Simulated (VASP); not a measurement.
Input of a VASP 6.6.1 run:

INCAR

```
SYSTEM = GaP
ALGO = Normal ; EDIFF = 1E-6
EDIFFG = -0.002 ; ENCUT = 600
GGA = PS ; IBRION = 2
ISIF = 3 ; ISMEAR = 0
LASPH = .TRUE. ; LCHARG = .FALSE.
LREAL = .FALSE. ; LWAVE = .FALSE.
NELM = 60 ; NSW = 100
PREC = Accurate ; PSTRESS = 10.0
SIGMA = 0.01
```

KPOINTS

```
k-points
0
G
  8 8 8
  0 0 0
```

The input POSCAR:

```
GaP
1.0
    0.0000000000      2.7192748328      2.7192748328
    2.7192748328      0.0000000000      2.7192748328
    2.7192748328      2.7192748328      0.0000000000
Ga P
1 1
Direct
    0.0000000000      0.0000000000      0.0000000000
    0.7500000000      0.7500000000      0.7500000000
```

Potentials or basis: VASP PAW PBE potentials, release 64 (Ga_d, P).

Run with:

```console
$ cat potpaw_PBE.64/Ga_d/POTCAR potpaw_PBE.64/P/POTCAR > POTCAR
$ mpirun -np 1 vasp_std > vasp.out
```

(1) Predict the space group after relaxing (to 0.1 Å).

(2) Predict the band gap on the k mesh.

Results:

(1) F-43m (No. 216).

(2) 1.48 eV (least direct gap 1.91 eV).

Caveat: the cell is relaxed towards a set pressure, so the run minimises the enthalpy, not the energy.
